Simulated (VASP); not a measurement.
Here is a VASP 6.6.1 calculation.

Contents of INCAR:

```
ALGO = Normal
EDIFF = 1E-7
EDIFFG = -0.03
ENCUT = 600
GGA = PE
IBRION = 2
ISIF = 3
ISMEAR = -1
IVDW = 13
LASPH = True
LCHARG = False
LREAL = False
LWAVE = False
NELM = 80
NSW = 80
PREC = Accurate
PSTRESS = 200.0
SIGMA = 0.05
```

Contents of KPOINTS:

```
k-points
0
Gamma
  17 17 9
```

The input POSCAR:

```
S
1.0
    2.9700000000      0.0000000000      0.0000000000
   -1.4850000000      2.5720954492      0.0000000000
    0.0000000000      0.0000000000      4.8500100000
S
2
Direct
    0.3333333333      0.6666666667      0.2500000000
    0.6666666667      0.3333333333      0.7500000000
```

Potentials or basis: VASP PAW PBE potentials, release 64 (S).

The run is started by

```console
$ cat potpaw_PBE.64/S/POTCAR > POTCAR
$ mpirun -np 1 vasp_std > vasp.out
```

Question: Estimate the space group after relaxing (to 0.1 Å).

Answer: P6_3/mmc (No. 194).

Question: What does it give for the relaxed cell?

Answer: a = 3.027 Å, b = 3.027 Å, c = 3.407 Å, α = 90.00°, β = 90.00°, γ = 120.00°.

Question: Predict the relaxed volume.

Answer: 13.52 Å³/atom.

Stress tensor (GPa, compression positive):
```
19.88  0.00  0.00
 0.00 19.88  0.00
 0.00  0.00 19.66
```

Caveat: the cell is relaxed towards a set pressure, so the run minimises the enthalpy, not the energy; the volume moved by over 15 % at a fixed basis, so the end points are rough.
